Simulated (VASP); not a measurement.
# InAs (F-43m) in VASP: notebook

InAs is run at these levels: PBE; tasks: single point.

All numbers are computed with VASP 6.6.1; they aren't measurements. Logs are shortened: lines on timing, memory, paths and dates and some standing lists are left out, and cuts for length are marked.

## Step 1: The cell of the first run

It takes space group F-43m (No. 216, cubic). The conventional cell has a = 5.871 Å, b = 5.871 Å, c = 5.871 Å, α = 90.00°, β = 90.00°, γ = 90.00°. Within 3.4 Å of In (site symmetry -43m) lie 4 As at 2.54 Å. Within 3.4 Å of As (site symmetry -43m) lie 4 In at 2.54 Å.

## Step 2: Single point, PBE

File INCAR:

```
PREC = Accurate
ENCUT = 500
EDIFF = 1E-6
ISMEAR = 0
SIGMA = 0.01
LREAL = False
LASPH = True
NELM = 120
ALGO = Normal
ISIF = 2
LWAVE = False
LCHARG = False
GGA = PE
NBANDS = 16
GGA_COMPAT = False
```

File KPOINTS:

```
Automatic mesh
0
Gamma
  6 6 6
```

File POSCAR:

```
InAs
1.0
    0.0000000000      2.9352730775      2.9352730775
    2.9352730775      0.0000000000      2.9352730775
    2.9352730775      2.9352730775      0.0000000000
In As
1 1
Direct
    0.0000000000      0.0000000000      0.0000000000
    0.2500000000      0.2500000000      0.2500000000
```

Potentials or basis: VASP PAW PBE potentials, release 64 (In_d, As).

Run with:

```sh
cat potpaw_PBE.64/In_d/POTCAR potpaw_PBE.64/As/POTCAR > POTCAR
mpirun -np 1 vasp_std > vasp.out
```

OUTCAR:

```text
PREC = Accurate
   ENCUT = 500
   EDIFF = 1E-6
   ISMEAR = 0
   LREAL = False
   LASPH = True
   NELM = 120
   ISIF = 2
   GGA = PE

 ion  position               nearest neighbor table
   1  0.000  0.000  0.000-   2 2.54   2 2.54   2 2.54   2 2.54
   2  0.250  0.250  0.250-   1 2.54   1 2.54   1 2.54   1 2.54

  LATTYP: Found a face centered cubic cell.
 ALAT       =     5.8705461550

  Lattice vectors:

 A1 = (   0.0000000000,   2.9352730775,   2.9352730775)
 A2 = (   2.9352730775,   0.0000000000,   2.9352730775)
 A3 = (   2.9352730775,   2.9352730775,   0.0000000000)

Analysis of symmetry for initial positions (statically):
=====================================================================
 Subroutine PRICEL returns:
 Original cell was already a primitive cell.

 Routine SETGRP: Setting up the symmetry group for a
 face centered cubic supercell.

 Subroutine GETGRP returns: Found 24 space group operations
 (whereof 24 operations were pure point group operations)
 out of a pool of 48 trial point group operations.

The static configuration has the point symmetry T_d .

Analysis of symmetry for dynamics (positions and initial velocities):
=====================================================================
 Subroutine PRICEL returns:
 Original cell was already a primitive cell.

 Routine SETGRP: Setting up the symmetry group for a
 face centered cubic supercell.

 Subroutine GETGRP returns: Found 24 space group operations
 (whereof 24 operations were pure point group operations)
 out of a pool of 48 trial point group operations.

The dynamic configuration has the point symmetry T_d .

 Subroutine INISYM returns: Found 24 space group operations
 (whereof 24 operations are pure point group operations),
 and found     1 'primitive' translations

----------------------------------------------------------------------------------------

                                     Primitive cell

  volume of cell :      50.5796

  direct lattice vectors                    reciprocal lattice vectors
     0.000000000  2.935273078  2.935273078    -0.170341902  0.170341902  0.170341902
     2.935273078  0.000000000  2.935273078     0.170341902 -0.170341902  0.170341902
     2.935273078  2.935273078  0.000000000     0.170341902  0.170341902 -0.170341902

  length of vectors
     4.151102995  4.151102995  4.151102995     0.295040830  0.295040830  0.295040830

  position of ions in fractional coordinates (direct lattice)
     0.000000000  0.000000000  0.000000000
     0.250000000  0.250000000  0.250000000

  ion indices of the primitive-cell ions
   primitive index   ion index
                 1           1
                 2           2

----------------------------------------------------------------------------------------

 KPOINTS: Automatic mesh

Automatic generation of k-mesh.
 Grid dimensions read from file:
 generate k-points for:    6    6    6

 Generating k-lattice:

  Cartesian coordinates                     Fractional coordinates (reciprocal lattice)
    -0.028390317  0.028390317  0.028390317     0.166666667  0.000000000  0.000000000
     0.028390317 -0.028390317  0.028390317     0.000000000  0.166666667  0.000000000
     0.028390317  0.028390317 -0.028390317     0.000000000  0.000000000  0.166666667

  Length of vectors
     0.049173472  0.049173472  0.049173472

  Shift w.r.t. Gamma in fractional coordinates (k-lattice)
     0.000000000  0.000000000  0.000000000

 Subroutine IBZKPT returns following result:
 ===========================================

 Found     16 irreducible k-points:

 Following reciprocal coordinates:
            Coordinates               Weight
  0.000000  0.000000  0.000000      1.000000
  0.166667  0.000000  0.000000      8.000000
  0.333333  0.000000  0.000000      8.000000
  0.500000  0.000000  0.000000      4.000000
  0.166667  0.166667  0.000000      6.000000
  0.333333  0.166667  0.000000     24.000000
[... 8 lines left out ...]
 -0.333333  0.333333  0.166667     24.000000
 -0.333333  0.500000  0.166667     12.000000
   k-points           NKPTS =     16   k-points in BZ     NKDIM =     16   number of bands    NBANDS=     16
   number of dos      NEDOS =    301   number of ions     NIONS =      2
   total plane-waves  NPLWV =  27000
   dimension x,y,z NGX =    30 NGY =   30 NGZ =   30
   dimension x,y,z NGXF=    60 NGYF=   60 NGZF=   60
   ions per type =               1   1
   NGX,Y,Z   is equivalent  to a cutoff of  12.01, 12.01, 12.01 a.u.
   NGXF,Y,Z  is equivalent  to a cutoff of  24.03, 24.03, 24.03 a.u.
 SYSTEM =  unknown system
   PREC   = accura    normal or accurate (medium, high low for compatibility)
   ISTART =      0    job   : 0-new  1-cont  2-samecut
   ICHARG =      2    charge: 1-file 2-atom 10-const
   ISPIN  =      1    spin polarized calculation?
   LNONCOLLINEAR =      F non collinear calculations
   LSORBIT =      F    spin-orbit coupling
   LASPH  =      T    aspherical Exc in radial PAW
   ENCUT  =  500.0 eV  36.75 Ry    6.06 a.u.   7.57  7.57  7.57*2*pi/ulx,y,z
   NELM   =    120;   NELMIN=  2; NELMDL= -5     # of ELM steps
   EDIFF  = 0.1E-05   stopping-criterion for ELM
   LREAL  =      F    real-space projection
   EDIFFG = 0.1E-04   stopping-criterion for IOM
   NSW    =      0    number of steps for IOM
   IBRION =     -1    ionic relax: 0-MD 1-quasi-New 2-CG
   NFREE  =      0    steps in history (QN), initial steepest desc. (CG)
   ISIF   =      2    stress and relaxation
   ISYM   =      2    0-nonsym 1-usesym 2-fastsym
   POTIM  = 0.5000    time-step for ionic-motion
   TEBEG  =    0.0;   TEEND  =   0.0 temperature during run
   PSTRESS=    0.0 pullay stress
   NELECT =      18.0000    total number of electrons
   NUPDOWN=      -1.0000    fix difference up-down
   EMIN   =  10.00;   EMAX   =-10.00  energy-range for DOS
   EFERMI =   0.00;   METHOD = LEGACY
   ISMEAR =     0;   SIGMA  =   0.01  broadening in eV -4-tet -1-fermi 0-gaus
   EFERMI_NEDOS =   21; number of points for ismear=-14 and -15
   IALGO  =     38    algorithm
   IMIX   =      4    mixing-type and parameters
     AMIX     =   0.40;   BMIX     =  1.00
     AMIX_MAG =   1.60;   BMIX_MAG =  1.00
  volume/ion in A,a.u.               =      25.29       170.66
  Fermi-wavevector in a.u.,A,eV,Ry     =   1.160131  2.192330 18.312145  1.345905
  Thomas-Fermi vector in A             =   2.296717
   LORBIT       =      0    0 simple, 1 ext, 2 COOP (PROOUT), +10 PAW based schemes
   GGA     = PE    functional components
   LHFCALC =     F    Hartree Fock is set to
   AEXX    =    0.0000 exact exchange contribution
   IVDW    =     0    specifies the selected vdW correction
   LEPSILON=     F    determine dielectric tensor
   LRPA    =     F    only Hartree local field effects (RPA)
 non-spin polarized calculation
 Gauss-broadening in eV      SIGMA  =   0.01
  energy-cutoff  :      500.00
  volume of cell :       50.58
 maximum number of plane-waves:      1303
   NGX = 15   NGY = 15   NGZ = 15

 number of electron      18.0000008 magnetization

 Free energy of the ion-electron system (eV)
  ---------------------------------------------------
  ext. energy  EPLUGINS =         0.00000000
  ---------------------------------------------------
  free energy    TOTEN  =        -7.43783999 eV

  energy without entropy =       -7.43783999  energy(sigma->0) =       -7.43783999

 E-fermi :   5.5732     XC(G=0):  -9.4846

 val. band max:        5.4683988481   @ k =   0.0000   0.0000   0.0000
 cond. band min:       5.7285359792   @ k =   0.0000   0.0000   0.0000
 fundamental gap:      0.2601371311
 Fermi energy:         5.5731598722

 k-point     1 :       0.0000    0.0000    0.0000
  band No.  band energies     occupation
      1      -9.1507      2.00000
      2      -9.1507      2.00000
      3      -9.1507      2.00000
      4      -8.9835      2.00000
      5      -8.9835      2.00000
      6      -7.0108      2.00000
[... 8 lines left out ...]
     15      15.3731      0.00000
     16      15.3731      0.00000

 k-point     2 :       0.1667    0.0000    0.0000
  band No.  band energies     occupation
      1      -9.2009      2.00000
      2      -9.1375      2.00000
      3      -9.1375      2.00000
      4      -8.9836      2.00000
      5      -8.9836      2.00000
      6      -6.6782      2.00000
[... 8 lines left out ...]
     15      14.1647      0.00000
     16      14.2883      0.00000

 k-point     3 :       0.3333    0.0000    0.0000
  band No.  band energies     occupation
      1      -9.2869      2.00000
      2      -9.1159      2.00000
      3      -9.1159      2.00000
      4      -8.9785      2.00000
      5      -8.9785      2.00000
      6      -5.8437      2.00000
[... 8 lines left out ...]
     15      14.7246      0.00000
     16      14.7246      0.00000

 k-point     4 :       0.5000    0.0000    0.0000
  band No.  band energies     occupation
      1      -9.3250      2.00000
      2      -9.1083      2.00000
      3      -9.1083      2.00000
      4      -8.9724      2.00000
      5      -8.9724      2.00000
      6      -5.2409      2.00000
[... 8 lines left out ...]
     15      16.5365      0.00000
     16      16.5365      0.00000
[... 172 lines left out ...]
 k-point    14 :       0.5000    0.3333    0.1667
  band No.  band energies     occupation
      1      -9.3392      2.00000
      2      -9.0905      2.00000
      3      -9.0742      2.00000
      4      -9.0056      2.00000
      5      -8.9684      2.00000
      6      -5.2098      2.00000
[... 8 lines left out ...]
     15      16.5469      0.00000
     16      17.8986      0.00000

 k-point    15 :      -0.3333    0.3333    0.1667
  band No.  band energies     occupation
      1      -9.3553      2.00000
      2      -9.0898      2.00000
      3      -9.0632      2.00000
      4      -8.9994      2.00000
      5      -8.9739      2.00000
      6      -4.7379      2.00000
[... 8 lines left out ...]
     15      16.6915      0.00000
     16      17.7135      0.00000

 k-point    16 :      -0.3333    0.5000    0.1667
  band No.  band energies     occupation
      1      -9.3755      2.00000
      2      -9.0708      2.00000
      3      -9.0502      2.00000
      4      -9.0140      2.00000
      5      -8.9660      2.00000
      6      -4.5404      2.00000
[... 8 lines left out ...]
     15      17.6048      0.00000
     16      17.7544      0.00000

------------------------ aborting loop because EDIFF is reached ----------------------------------------

  FORCE on cell =-STRESS in cart. coord.  units (eV):
  Direction    XX          YY          ZZ          XY          YZ          ZX
  --------------------------------------------------------------------------------------
  -------------------------------------------------------------------------------------
  Total        3.5212821      3.5212821      3.5212821     -0.0000000     -0.0000000      0.0000000
  in kB      111.5413436    111.5413436    111.5413436     -0.0000000     -0.0000000      0.0000000
  external PRESSURE =     111.5413436 kB  Pullay stress =       0.0000000 kB

 VOLUME and BASIS-vectors are now :
 -----------------------------------------------------------------------------
  energy-cutoff  :      500.00
  volume of cell :       50.58
      direct lattice vectors                 reciprocal lattice vectors
     0.000000000  2.935273078  2.935273078    -0.170341902  0.170341902  0.170341902
     2.935273078  0.000000000  2.935273078     0.170341902 -0.170341902  0.170341902
     2.935273078  2.935273078  0.000000000     0.170341902  0.170341902 -0.170341902

 POSITION                                       TOTAL-FORCE (eV/Angst)
 -----------------------------------------------------------------------------------
      0.00000      0.00000      0.00000        -0.000000      0.000000     -0.000000
      1.46764      1.46764      1.46764         0.000000     -0.000000      0.000000
 -----------------------------------------------------------------------------------
    total drift:                                0.000000      0.000000      0.000000

  FREE ENERGIE OF THE ION-ELECTRON SYSTEM (eV)
  ---------------------------------------------------
  free  energy   TOTEN  =        -7.4378399852 eV

  energy  without entropy=       -7.4378399852  energy(sigma->0) =       -7.43783999
```

Run time: 33 s. Hardware: 1 thread of Intel Xeon 8259CL, shared host; peak memory 0.16 GiB.

Results:

| Quantity | Value |
| --- | --- |
| Free energy | -7.4378 eV |
| Pressure | 11.2 GPa |
| Band gap on the k mesh | 0.26 eV, direct |

Caveat: spin-orbit coupling is left out, which moves the levels of the heavy elements.

## Step 3: Single point, PBE

This run uses another cell than the first one, of 26.39 Å³/atom, 1.043 times its volume.

File INCAR:

```
SYSTEM = InAs
PREC = Accurate ; ENCUT = 500
EDIFF = 1E-6 ; ISMEAR = 0
SIGMA = 0.01 ; LREAL = .FALSE.
LASPH = .TRUE. ; NELM = 120
ALGO = Normal ; ISIF = 2
LWAVE = .FALSE. ; LCHARG = .FALSE.
GGA = PE ; NBANDS = 16
GGA_COMPAT = .FALSE.
```

File KPOINTS:

```
regular mesh
0
G
  6 6 6
  0 0 0
```

File POSCAR:

```
InAs
1.0
    0.0000000000      2.9772112161      2.9772112161
    2.9772112161      0.0000000000      2.9772112161
    2.9772112161      2.9772112161      0.0000000000
In As
1 1
Direct
    0.0000000000      0.0000000000      0.0000000000
    0.2500000000      0.2500000000      0.2500000000
```

Potentials or basis: VASP PAW PBE potentials, release 64 (In_d, As).

Run with:

```sh
cat potpaw_PBE.64/In_d/POTCAR potpaw_PBE.64/As/POTCAR > POTCAR
mpirun -np 1 vasp_std > vasp.out
```

Wall time 31 s (1 thread of Intel Xeon 8259CL, shared host); peak memory 0.18 GiB.

It converged, with:

```
Free energy            : -7.5644 eV
Pressure               : 7.4 GPa
Band gap on the k mesh : 0.04 eV, direct
```

Levels at points of the mesh, in eV from the valence-band top:
| k point | band 7 | band 8 | band 9 | band 10 | band 11 | band 12 |
| --- | --- | --- | --- | --- | --- | --- |
| (0.00, 0.00, 0.00) | 0.00 | 0.00 | 0.00 | 0.04 | 3.92 | 3.92 |
| (0.50, 0.00, 0.00) | -6.01 | -1.06 | -1.06 | 1.05 | 4.69 | 4.69 |
| (0.50, 0.50, 0.00) | -6.05 | -2.49 | -2.49 | 1.46 | 2.06 | 9.49 |

Caveat: spin-orbit coupling is left out, which moves the levels of the heavy elements.
